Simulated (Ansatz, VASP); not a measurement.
# HgTe, level by level in two programs

```xyz
4
Lattice="2.9521 -3.4201 0.0000 2.9521 3.4201 0.0000 0.0000 0.0000 5.7198" Properties=species:S:1:pos:R:3 pbc="T T T"
Hg    2.9521   -1.0736    1.4299
Hg    2.9521    1.0736    4.2898
Te    2.9521    1.9481    1.4299
Te    2.9521   -1.9481    4.2898
```

Single points on this cell with VASP 6.6.1 and Ansatz 0.2.0. Each row is one pair of runs. Alike in all rows: spin: off; k mesh: 6 × 6 × 5; smearing: fermi-dirac, width 0.05 eV.

```csv
level,"VASP's potentials, cutoff","Ansatz's potentials, cutoff","gap on the k mesh at the Fermi level (eV), VASP","gap on the k mesh at the Fermi level (eV), Ansatz","pressure (GPa), VASP","pressure (GPa), Ansatz","rms of the force components (eV/Å), VASP","rms of the force components (eV/Å), Ansatz"
PBE,"VASP PAW PBE potentials, release 64 (Hg, Te), 520 eV","Ansatz PAW, 420 eV",none,none,1.8,1.6,0.026,0.024
PBEsol,"VASP PAW PBE potentials, release 64 (Hg, Te), 520 eV","Ansatz PAW, 420 eV",none,none,-1.6,-1.8,0.034,0.039
LDA,"VASP PAW LDA potentials, release 64 (Hg, Te), 520 eV","Ansatz PAW, 420 eV",?,none,?,-3.4,?,0.071
r2SCAN,"VASP PAW PBE potentials, release 64 (Hg, Te), 520 eV","Ansatz PAW, 500 eV",none,none,0.6,0.5,0.031,0.036
```

Task: Fill in what VASP gave in row 3.

Result: gap on the k mesh at the Fermi level (eV): none; pressure (GPa): -3.1; rms of the force components (eV/Å): 0.062.

VASP's potentials hold 36 valence electrons a cell and Ansatz's 72, so a difference there can come from the potentials and not from the codes.

A gap of «none» marks a metal or a gap that the smearing closes.

Neither program's run includes spin-orbit coupling.
